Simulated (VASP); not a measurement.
Runs of VASP 6.6.1 on BaF2 (Frankdicksonite). The structure is that of space group Fm-3m (No. 225), or close to it. The cells are those of the table. 

```csv
cell,gap on the mesh (eV),pressure (GPa)
"a = 4.424 Å, angles 60.0°, 3 atoms",7.23,-0.9
"a = 4.380 Å, angles 60.0°, 3 atoms",7.36,0.9
"a = 4.198 Å, angles 60.0°, 3 atoms",7.89,12.3
"a = 4.291 Å, angles 60.0°, 3 atoms",(c),5.6
"a = 4.336 Å, angles 60.0°, 3 atoms",(a),3.0
"a = 4.466 Å, angles 60.0°, 3 atoms",7.11,(d)
"a = 4.522 Å, angles 60.0°, 3 atoms",(b),-4.1
```

Alike in all rows: task single point; level r2SCAN; potentials or basis VASP PAW PBE potentials, release 64 (Ba_sv, F); no spin polarisation; k mesh 6 × 6 × 6; cutoff (eV) 660; smearing gaussian 0.02 eV.

Question: Fill in the values left out.

Answer: (a) 7.49; (b) 6.95; (c) 7.63; (d) -2.4.

Caveats: the PAW data sets were made with another functional, which shifts forces and pressure a little; spin-orbit coupling is left out, which moves the levels of the heavy elements.

A k mesh can miss the band edges, and the runs leave out spin-orbit coupling on Ba.
